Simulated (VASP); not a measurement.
# NiO (I4/mmm) in VASP: a series of runs

Runs on NiO. Level: r2SCAN. Tasks: single point.

All numbers are computed with VASP 6.6.1; they aren't measurements. Logs are shortened: lines on timing, memory, paths and dates and some standing lists are left out, and cuts for length are marked.

### Step 1. The cell of the first run

Symmetry: I4/mmm, No. 139, tetragonal system. Conventional cell: a = 3.139 Å, b = 3.139 Å, c = 4.038 Å, α = 90.00°, β = 90.00°, γ = 90.00°. Within 2.7 Å of Ni (site symmetry 4/mmm) lie 6 O at 2.02 to 2.22 Å. O (site symmetry 4/mmm) has 6 Ni at 2.02 to 2.22 Å within 2.7 Å.

### Step 2. Single point, r2SCAN, collinear spin, ferromagnetic start (biaxial strain in the a-b plane: +6.0 %, then relaxed in part)

Input file POSCAR:

```
NiO
1.0
    2.2199564068      2.2199564068      0.0000000000
   -2.2199564068      2.2199564068      0.0000000000
    0.0000000000      0.0000000000      4.0378075022
Ni O
2 2
Direct
    0.0000000000      0.0000000000      0.0000000000
    0.5000000000      0.5000000000      0.5000000000
    0.5000000000      0.5000000000      0.0000000000
    0.0000000000      0.0000000000      0.5000000000
```

Input file INCAR.step1:

```
SYSTEM = NiO
  ALGO = Normal
  EDIFF = 1E-4
  ENCUT = 520
  GGA = PE
  ISMEAR = 0
  ISPIN = 2
  LASPH = .True.
  LCHARG = .False.
  LMAXMIX = 4
  LREAL = .False.
  LUSENCCL = .False.
  LWAVE = .True.
  MAGMOM = 1.84 1.84 0.31 0.31
  NBANDS = 28
  NELM = 150
  PREC = Accurate
  SIGMA = 0.02
```

Input file INCAR.step2:

```
SYSTEM = NiO
  ALGO = Normal
  EDIFF = 1E-7
  ENCUT = 520
  ISIF = 2
  ISMEAR = 0
  ISPIN = 2
  ISTART = 1
  LASPH = .True.
  LCHARG = .True.
  LELF = .True.
  LMAXMIX = 4
  LMIXTAU = .True.
  LORBIT = 11
  LREAL = .False.
  LUSENCCL = .False.
  LVHAR = .True.
  LWAVE = .False.
  MAGMOM = 1.84 1.84 0.31 0.31
  METAGGA = R2SCAN
  NBANDS = 28
  NELM = 150
  PREC = Accurate
  SIGMA = 0.02
```

Input file KPOINTS:

```
k-points
0
Gamma
  10 10 8
  0 0 0
```

Potentials or basis: VASP PAW PBE potentials, release 64 (Ni, O).

On the command line:

```bash
$ cat potpaw_PBE.64/Ni/POTCAR potpaw_PBE.64/O/POTCAR > POTCAR
$ cp INCAR.step1 INCAR
$ mpirun -np 1 vasp_std > vasp.out
$ cp INCAR.step2 INCAR
$ mpirun -np 1 vasp_std > vasp.out
```

OUTCAR:

```text
SYSTEM = NiO
   EDIFF = 1E-7
   ENCUT = 520
   ISIF = 2
   ISMEAR = 0
   ISPIN = 2
   ISTART = 1
   LASPH = .True.
   LORBIT = 11
   LREAL = .False.
   METAGGA = R2SCAN
   NELM = 150
   PREC = Accurate

 ion  position               nearest neighbor table
   1  0.000  0.000  0.000-   4 2.02   4 2.02   3 2.22   3 2.22   3 2.22   3 2.22   2 3.00   2 3.00
                             2 3.00   2 3.00   2 3.00   2 3.00   2 3.00   2 3.00
   2  0.500  0.500  0.500-   3 2.02   3 2.02   4 2.22   4 2.22   4 2.22   4 2.22   1 3.00   1 3.00
                             1 3.00   1 3.00   1 3.00   1 3.00   1 3.00   1 3.00
   3  0.500  0.500  0.000-   2 2.02   2 2.02   1 2.22   1 2.22   1 2.22   1 2.22
   4  0.000  0.000  0.500-   1 2.02   1 2.02   2 2.22   2 2.22   2 2.22   2 2.22

  LATTYP: Found a simple tetragonal cell.
 ALAT       =     3.1394924584
 C/A-ratio  =     1.2861338435

  Lattice vectors:

 A1 = (   2.2199564068,   2.2199564068,   0.0000000000)
 A2 = (  -2.2199564068,   2.2199564068,   0.0000000000)
 A3 = (   0.0000000000,   0.0000000000,   4.0378075022)

Analysis of symmetry for initial positions (statically):
=====================================================================
 Subroutine PRICEL returns following result:

  LATTYP: Found a body centered tetragonal cell.
 ALAT       =     3.1394924584
 C/A-ratio  =     1.2861338435

  Lattice vectors:

 A1 = (   0.0000000000,  -2.2199564068,  -2.0189037511)
 A2 = (   0.0000000000,   2.2199564068,  -2.0189037511)
 A3 = (   2.2199564068,   0.0000000000,   2.0189037511)

   2 primitive cells build up your supercell.

 Routine SETGRP: Setting up the symmetry group for a
 simple tetragonal supercell.

 Subroutine GETGRP returns: Found 16 space group operations
 (whereof 16 operations were pure point group operations)
 out of a pool of 16 trial point group operations.

The static configuration has the point symmetry D_4h.

Analysis of symmetry for dynamics (positions and initial velocities):
=====================================================================
 Subroutine PRICEL returns following result:

  LATTYP: Found a body centered tetragonal cell.
 ALAT       =     3.1394924584
 C/A-ratio  =     1.2861338435

  Lattice vectors:

 A1 = (   0.0000000000,  -2.2199564068,  -2.0189037511)
 A2 = (   0.0000000000,   2.2199564068,  -2.0189037511)
 A3 = (   2.2199564068,   0.0000000000,   2.0189037511)

   2 primitive cells build up your supercell.

 Routine SETGRP: Setting up the symmetry group for a
 simple tetragonal supercell.

 Subroutine GETGRP returns: Found 16 space group operations
 (whereof 16 operations were pure point group operations)
 out of a pool of 16 trial point group operations.

The dynamic configuration has the point symmetry D_4h.

Analysis of structural, dynamic, and magnetic symmetry:
=====================================================================
 Subroutine PRICEL returns following result:

  LATTYP: Found a body centered tetragonal cell.
 ALAT       =     3.1394924584
 C/A-ratio  =     1.2861338435

  Lattice vectors:

 A1 = (   0.0000000000,  -2.2199564068,  -2.0189037511)
 A2 = (   0.0000000000,   2.2199564068,  -2.0189037511)
 A3 = (   2.2199564068,   0.0000000000,   2.0189037511)

   2 primitive cells build up your supercell.

 Routine SETGRP: Setting up the symmetry group for a
 simple tetragonal supercell.

 Subroutine GETGRP returns: Found 16 space group operations
 (whereof 16 operations were pure point group operations)
 out of a pool of 16 trial point group operations.

The overall configuration has the point symmetry D_4h.

 Subroutine INISYM returns: Found 16 space group operations
 (whereof 16 operations are pure point group operations),
 and found     2 'primitive' translations

----------------------------------------------------------------------------------------

                                     Primitive cell

  volume of cell :      19.8991

  direct lattice vectors                    reciprocal lattice vectors
     0.000000000 -2.219956407 -2.018903751     0.225229648 -0.225229648 -0.247659156
     0.000000000  2.219956407 -2.018903751     0.225229648  0.225229648 -0.247659156
     2.219956407  0.000000000  2.018903751     0.450459296  0.000000000  0.000000000

  length of vectors
     3.000696387  3.000696387  3.000696387     0.403474716  0.403474716  0.450459296

  position of ions in fractional coordinates (direct lattice)
     0.000000000  0.000000000  0.000000000
     0.500000000  0.500000000  0.000000000

  ion indices of the primitive-cell ions
   primitive index   ion index
                 1           1
                 2           4

----------------------------------------------------------------------------------------

 KPOINTS: k-points

Automatic generation of k-mesh.
 Grid dimensions read from file:
 generate k-points for:   10   10    8

 Generating k-lattice:

  Cartesian coordinates                     Fractional coordinates (reciprocal lattice)
     0.022522965  0.022522965 -0.000000000     0.100000000  0.000000000  0.000000000
    -0.022522965  0.022522965  0.000000000     0.000000000  0.100000000  0.000000000
     0.000000000 -0.000000000  0.030957395     0.000000000  0.000000000  0.125000000

  Length of vectors
     0.031852282  0.031852282  0.030957395

  Shift w.r.t. Gamma in fractional coordinates (k-lattice)
     0.000000000  0.000000000  0.000000000

 Subroutine IBZKPT returns following result:
 ===========================================

 Found    105 irreducible k-points:

 Following reciprocal coordinates:
            Coordinates               Weight
  0.000000  0.000000  0.000000      1.000000
  0.100000  0.000000  0.000000      4.000000
  0.200000  0.000000  0.000000      4.000000
  0.300000  0.000000  0.000000      4.000000
  0.400000  0.000000  0.000000      4.000000
  0.500000  0.000000  0.000000      2.000000
[... 16 lines left out ...]
  0.100000  0.000000  0.125000      8.000000
  0.200000  0.000000  0.125000      8.000000
 [... further k-points ...]
   k-points           NKPTS =    105   k-points in BZ     NKDIM =    105   number of bands    NBANDS=     28
   number of dos      NEDOS =    301   number of ions     NIONS =      4
   total plane-waves  NPLWV =  17280
   dimension x,y,z NGX =    24 NGY =   24 NGZ =   30
   dimension x,y,z NGXF=    48 NGYF=   48 NGZF=   60
   ions per type =               2   2
   NGX,Y,Z   is equivalent  to a cutoff of  12.71, 12.71, 12.35 a.u.
   NGXF,Y,Z  is equivalent  to a cutoff of  25.42, 25.42, 24.70 a.u.
 SYSTEM =  NiO
   PREC   = accura    normal or accurate (medium, high low for compatibility)
   ISTART =      1    job   : 0-new  1-cont  2-samecut
   ICHARG =      0    charge: 1-file 2-atom 10-const
   ISPIN  =      2    spin polarized calculation?
   LNONCOLLINEAR =      F non collinear calculations
   LSORBIT =      F    spin-orbit coupling
   LASPH  =      T    aspherical Exc in radial PAW
   ENCUT  =  520.0 eV  38.22 Ry    6.18 a.u.   5.84  5.84  7.51*2*pi/ulx,y,z
   NELM   =    150;   NELMIN=  2; NELMDL=  0     # of ELM steps
   EDIFF  = 0.1E-06   stopping-criterion for ELM
   LREAL  =      F    real-space projection
   EDIFFG = 0.1E-05   stopping-criterion for IOM
   NSW    =      0    number of steps for IOM
   IBRION =     -1    ionic relax: 0-MD 1-quasi-New 2-CG
   NFREE  =      0    steps in history (QN), initial steepest desc. (CG)
   ISIF   =      2    stress and relaxation
   ISYM   =      2    0-nonsym 1-usesym 2-fastsym
   POTIM  = 0.5000    time-step for ionic-motion
   TEBEG  =    0.0;   TEEND  =   0.0 temperature during run
   PSTRESS=    0.0 pullay stress
   NELECT =      32.0000    total number of electrons
   NUPDOWN=      -1.0000    fix difference up-down
   EMIN   =  10.00;   EMAX   =-10.00  energy-range for DOS
   EFERMI =   0.00;   METHOD = LEGACY
   ISMEAR =     0;   SIGMA  =   0.02  broadening in eV -4-tet -1-fermi 0-gaus
   EFERMI_NEDOS =   21; number of points for ismear=-14 and -15
   IALGO  =     38    algorithm
   IMIX   =      4    mixing-type and parameters
     AMIX     =   0.40;   BMIX     =  1.00
     AMIX_MAG =   1.60;   BMIX_MAG =  1.00
  volume/ion in A,a.u.               =       9.95        67.14
  Fermi-wavevector in a.u.,A,eV,Ry     =   1.522311  2.876750 31.530551  2.317430
  Thomas-Fermi vector in A             =   2.630907
   LORBIT       =     11    0 simple, 1 ext, 2 COOP (PROOUT), +10 PAW based schemes
   METAGGA = R2SCAN    functional components
   LHFCALC =     F    Hartree Fock is set to
   AEXX    =    0.0000 exact exchange contribution
   IVDW    =     0    specifies the selected vdW correction
   LEPSILON=     F    determine dielectric tensor
   LRPA    =     F    only Hartree local field effects (RPA)
 spin polarized calculation
 Gauss-broadening in eV      SIGMA  =   0.02
  energy-cutoff  :      520.00
  volume of cell :       39.80
 maximum number of plane-waves:      1104
 NGX is ok and might be reduce to    24
   NGX = 11   NGY = 11   NGZ = 15

 number of electron      31.9999979 magnetization       4.0000036

 Free energy of the ion-electron system (eV)
  ---------------------------------------------------
  ext. energy  EPLUGINS =         0.00000000
  ---------------------------------------------------
  free energy    TOTEN  =       -39.95057980 eV

  energy without entropy =      -39.95057980  energy(sigma->0) =      -39.95057980

 E-fermi :   6.6053     XC(G=0): -12.8394

 val. band max:        6.4660277040   @ k =   0.5000   0.0000   0.5000
 cond. band min:       6.9315638916   @ k =   0.0000   0.0000   0.0000
 fundamental gap:      0.4655361877
 Fermi energy:         6.6053047800

 spin component 1

 k-point     1 :       0.0000    0.0000    0.0000
  band No.  band energies     occupation
      1     -14.0613      1.00000
      2     -12.7956      1.00000
      3       0.3389      1.00000
      4       2.2605      1.00000
      5       2.3843      1.00000
      6       2.3843      1.00000
[... 20 lines left out ...]
     27      25.3292      0.00000
     28      25.5316      0.00000

 k-point     2 :       0.1000    0.0000    0.0000
  band No.  band energies     occupation
      1     -14.0054      1.00000
      2     -12.7938      1.00000
      3       0.3848      1.00000
      4       1.8063      1.00000
      5       1.8615      1.00000
      6       2.0255      1.00000
[... 674 lines left out ...]
 k-point    24 :       0.2000    0.0000    0.1250
  band No.  band energies     occupation
      1     -13.7909      1.00000
      2     -12.8152      1.00000
      3       0.2170      1.00000
      4       1.0594      1.00000
      5       1.3369      1.00000
      6       1.5395      1.00000
[... 20 lines left out ...]
     27      23.7431      0.00000
     28      26.7870      0.00000

 [... further k-points ...]

 spin component 2

 k-point     1 :       0.0000    0.0000    0.0000
  band No.  band energies     occupation
      1     -13.5290      1.00000
      2     -12.1254      1.00000
      3       0.7507      1.00000
      4       2.9640      1.00000
      5       2.9640      1.00000
      6       3.4645      1.00000
[... 20 lines left out ...]
     27      25.6579      0.00000
     28      25.8278      0.00000

 k-point     2 :       0.1000    0.0000    0.0000
  band No.  band energies     occupation
      1     -13.4695      1.00000
      2     -12.1255      1.00000
      3       0.8022      1.00000
      4       2.4661      1.00000
      5       2.9149      1.00000
      6       3.7715      1.00000
[... 674 lines left out ...]
 k-point    24 :       0.2000    0.0000    0.1250
  band No.  band energies     occupation
      1     -13.2418      1.00000
      2     -12.1592      1.00000
      3       0.7248      1.00000
      4       1.8790      1.00000
      5       2.3727      1.00000
      6       2.7635      1.00000
[... 20 lines left out ...]
     27      24.1850      0.00000
     28      27.2620      0.00000

 [... further k-points ...]
[... 5 lines left out ...]
  --------------------------------------------------------------------------------------
  -------------------------------------------------------------------------------------
  Total       -4.2189054     -4.2189054      0.0803295      0.0000000      0.0000000      0.0000000
  in kB     -169.8423032   -169.8423032      3.2338606      0.0000000      0.0000000      0.0000000
  external PRESSURE =    -112.1502486 kB  Pullay stress =       0.0000000 kB

 VOLUME and BASIS-vectors are now :
 -----------------------------------------------------------------------------
  energy-cutoff  :      520.00
  volume of cell :       39.80
      direct lattice vectors                 reciprocal lattice vectors
     2.219956407  2.219956407  0.000000000     0.225229648  0.225229648 -0.000000000
    -2.219956407  2.219956407  0.000000000    -0.225229648  0.225229648  0.000000000
     0.000000000  0.000000000  4.037807502     0.000000000 -0.000000000  0.247659156

 POSITION                                       TOTAL-FORCE (eV/Angst)
 -----------------------------------------------------------------------------------
      0.00000      0.00000      0.00000         0.000000     -0.000000      0.000000
      0.00000      2.21996      2.01890         0.000000     -0.000000      0.000000
      0.00000      2.21996      0.00000         0.000000      0.000000     -0.000000
      0.00000      0.00000      2.01890        -0.000000      0.000000     -0.000000
 -----------------------------------------------------------------------------------
    total drift:                                0.000000     -0.000000     -0.000000

  FREE ENERGIE OF THE ION-ELECTRON SYSTEM (eV)
  ---------------------------------------------------
  free  energy   TOTEN  =       -39.9505798043 eV

  energy  without entropy=      -39.9505798043  energy(sigma->0) =      -39.95057980

 total charge

# of ion       s       p       d       tot
------------------------------------------
    1        0.319   0.369   8.126   8.814
    2        0.319   0.369   8.126   8.814
    3        1.555   3.453   0.000   5.008
    4        1.555   3.453   0.000   5.008
--------------------------------------------------
tot          3.749   7.644  16.252  27.644

 magnetization (x)

# of ion       s       p       d       tot
------------------------------------------
    1        0.015   0.010   1.673   1.697
    2        0.015   0.010   1.673   1.697
    3        0.025   0.245   0.000   0.270
    4        0.025   0.245   0.000   0.270
--------------------------------------------------
tot          0.079   0.509   3.346   3.934
```

It took 16 min on 1 × NVIDIA H100 80GB with 1 thread of AMD EPYC 7R13 (Zen 3), shared host; peak memory 1.4 GiB.

Results:

* Free energy: -39.9506 eV
* Pressure: -11.2 GPa
* Band gap on the k mesh: 0.47 eV
* Net moment: 4.00 μB per cell
* Site moments: Ni +1.70; O +0.27 μB
* Valence electrons inside the program's atomic spheres: Ni 8.81; O 5.01

Levels at points of the mesh, in eV from the valence-band top:
Spin up:
```csv
k point,band 15,band 16,band 17,band 18,band 19,band 20,band 21,band 22
"(0.00, 0.00, 0.00)",-2.54,-2.54,-2.34,-2.34,1.63,6.20,11.42,11.76
"(0.50, 0.00, 0.00)",-2.15,-2.15,-0.95,-0.95,6.87,6.87,10.58,10.58
"(0.50, 0.50, 0.00)",-2.49,-2.49,-2.29,-2.29,6.16,6.16,10.38,10.38
"(0.00, 0.00, 0.50)",-1.67,-1.67,-1.67,-1.67,5.88,5.88,13.04,13.04
"(0.50, 0.00, 0.50)",-0.56,-0.56,0.00,0.00,5.91,5.91,9.95,9.95
"(0.50, 0.50, 0.50)",-2.03,-2.03,-1.76,-1.76,8.92,8.92,10.44,10.44
```
Spin down:
```tsv
k point	band 10	band 11	band 12	band 13	band 14	band 15	band 16	band 17	band 18	band 19
(0.00, 0.00, 0.00)	-2.11	-1.86	-1.86	-1.37	-1.37	0.47	0.49	1.06	1.59	2.43
(0.50, 0.00, 0.00)	-1.81	-1.47	-1.47	-1.26	-1.26	1.63	1.63	2.62	2.62	7.50
(0.50, 0.50, 0.00)	-2.80	-1.54	-1.54	-1.32	-1.32	0.93	0.93	1.49	1.49	6.82
(0.00, 0.00, 0.50)	-2.56	-0.77	-0.77	-0.77	-0.77	0.77	0.77	1.33	1.33	7.05
(0.50, 0.00, 0.50)	-1.61	-1.13	-1.13	-1.00	-1.00	2.68	2.68	3.44	3.44	6.21
(0.50, 0.50, 0.50)	-1.54	-1.11	-1.11	-1.11	-1.11	1.14	1.14	2.14	2.14	9.81
```

Caveat: the cell differs from its parent crystal (biaxial strain in the a-b plane: +6.0 %, then relaxed in part); the PAW data sets were made with another functional, which shifts forces and pressure a little. A k mesh can miss the band edges.

### Step 3. Single point, r2SCAN, collinear spin, ferromagnetic start (biaxial strain in the a-b plane: +6.0 %)

POSCAR is that of step 2.

Input file INCAR.step1:

```
PREC = Accurate ; ENCUT = 520
ISMEAR = 0 ; SIGMA = 0.02
LREAL = F ; LASPH = T
NELM = 150 ; ISPIN = 2
MAGMOM = 1.84 1.84 0.31 0.31 ; LMAXMIX = 4
NBANDS = 28 ; GGA = PE
ALGO = Normal ; EDIFF = 1E-4
LWAVE = T ; LCHARG = F
LUSENCCL = F
```

Input file INCAR.step2:

```
PREC = Accurate ; ENCUT = 520
EDIFF = 1E-6 ; ISMEAR = 0
SIGMA = 0.02 ; LREAL = F
LASPH = T ; NELM = 150
ALGO = Normal ; ISIF = 2
LWAVE = F ; LCHARG = F
ISPIN = 2 ; MAGMOM = 1.84 1.84 0.31 0.31
LORBIT = 11 ; LMAXMIX = 4
METAGGA = R2SCAN ; LMIXTAU = T
NBANDS = 28 ; ISTART = 1
LUSENCCL = F
```

Input file KPOINTS:

```
regular mesh
0
Gamma
  10 10 8
```

Potentials or basis: VASP PAW PBE potentials, release 64 (Ni, O).

On the command line:

```bash
$ cat potpaw_PBE.64/Ni/POTCAR potpaw_PBE.64/O/POTCAR > POTCAR
$ cp INCAR.step1 INCAR
$ mpirun -np 1 vasp_std > vasp.out
$ cp INCAR.step2 INCAR
$ mpirun -np 1 vasp_std > vasp.out
```

It took 16 min on 1 × NVIDIA H100 80GB with 1 thread of AMD EPYC 7R13 (Zen 3), shared host; peak memory 1.4 GiB.

The run converged. Its results:

```
Free energy                                           : -39.9506 eV
Pressure                                              : -11.2 GPa
Band gap on the k mesh                                : 0.47 eV
Net moment                                            : 4.00 μB per cell
Site moments                                          : Ni +1.70; O +0.27 μB
Valence electrons inside the program's atomic spheres : Ni 8.81; O 5.01
```

Stress tensor (GPa, compression positive):
```
-16.99   0.00   0.00
  0.00 -16.99   0.00
  0.00   0.00   0.32
```

Levels at points of the mesh, in eV from the valence-band top:
Spin up:
```tsv
k point	band 14	band 15	band 16	band 17	band 18	band 19	band 20	band 21	band 22	band 23
(0.00, 0.00, 0.00)	-2.89	-2.54	-2.54	-2.34	-2.34	1.63	6.20	11.42	11.76	15.76
(0.50, 0.00, 0.00)	-2.17	-2.15	-2.15	-0.95	-0.95	6.87	6.87	10.58	10.58	12.34
(0.50, 0.50, 0.00)	-3.37	-2.49	-2.49	-2.29	-2.29	6.16	6.16	10.38	10.38	12.73
(0.00, 0.00, 0.50)	-2.29	-1.67	-1.67	-1.67	-1.67	5.88	5.88	13.04	13.04	14.58
(0.50, 0.00, 0.50)	-1.97	-0.56	-0.56	0.00	0.00	5.91	5.91	9.94	9.94	13.12
(0.50, 0.50, 0.50)	-2.03	-2.03	-2.03	-1.76	-1.76	8.92	8.92	10.44	10.44	10.44
```
Spin down:
| k point | band 12 | band 13 | band 14 | band 15 | band 16 | band 17 |
| --- | --- | --- | --- | --- | --- | --- |
| (0.00, 0.00, 0.00) | -1.86 | -1.37 | -1.37 | 0.47 | 0.49 | 1.06 |
| (0.50, 0.00, 0.00) | -1.47 | -1.26 | -1.26 | 1.63 | 1.63 | 2.62 |
| (0.50, 0.50, 0.00) | -1.54 | -1.32 | -1.32 | 0.93 | 0.93 | 1.49 |
| (0.00, 0.00, 0.50) | -0.77 | -0.77 | -0.77 | 0.78 | 0.78 | 1.33 |
| (0.50, 0.00, 0.50) | -1.13 | -1.00 | -1.00 | 2.68 | 2.68 | 3.44 |
| (0.50, 0.50, 0.50) | -1.11 | -1.11 | -1.11 | 1.14 | 1.14 | 2.14 |

Caveat: the cell differs from its parent crystal (biaxial strain in the a-b plane: +6.0 %); the PAW data sets were made with another functional, which shifts forces and pressure a little.
